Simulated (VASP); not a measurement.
Crystal: CsCu2.

```xyz
3
Lattice="0.0000 3.2636 3.2636 3.2636 0.0000 3.2636 3.2636 3.2636 0.0000" Properties=species:S:1:pos:R:3 pbc="T T T"
Cs    0.0000    0.0000    0.0000
Cu    1.6318    1.6318    1.6318
Cu    4.8953    4.8953    4.8953
```

- Program: VASP 6.6.1
- Task: relaxation of cell and atoms
- Functional: PBE
- Potentials or basis: VASP PAW PBE potentials, release 64 (Cs_sv, Cu)
- Cutoff: 600 eV
- k mesh: 4 × 4 × 4
- Occupations: gaussian, width 0.1 eV
- Spin: no spin polarisation

At the start: pressure 11.7 GPa; volume 23.17 Å³/atom.

**Question.** Where does the relaxation end?

**Answer.** Over 7 steps the energy falls by 454.9 meV/atom and the volume is 43.16 Å³/atom (+86.3 %); space group Fm-3m (No. 225, to 0.1 Å) before and after.

The path:
```tsv
step	energy change (eV)	largest force (eV/Å)	pressure (GPa)	volume (Å³)
1	0.0000	0.0000	11.72	69.52
2	-0.8854	0.0000	4.94	88.01
3	-1.3093	0.0000	1.01	112.92
4	-1.3553	0.0000	0.63	122.76
5	-1.3438	0.0000	-0.43	144.12
6	-1.3628	0.0000	-0.19	134.36
7	-1.3646	0.0000	0.07	129.48
```

Final structure:
```
Cs Cu
1.0
     0.00000    4.01538    4.01538
     4.01538    0.00000    4.01538
     4.01538    4.01538    0.00000
Cs Cu
1 2
Direct
  0.00000 0.00000 0.00000
  0.25000 0.25000 0.25000
  0.75000 0.75000 0.75000
```

Caveat: the k points lie up to 0.34 Å⁻¹ apart in the final cell, too coarse for converged energies and pressures of a metal; the volume moved by over 15 % at a fixed basis, so the end points are rough.
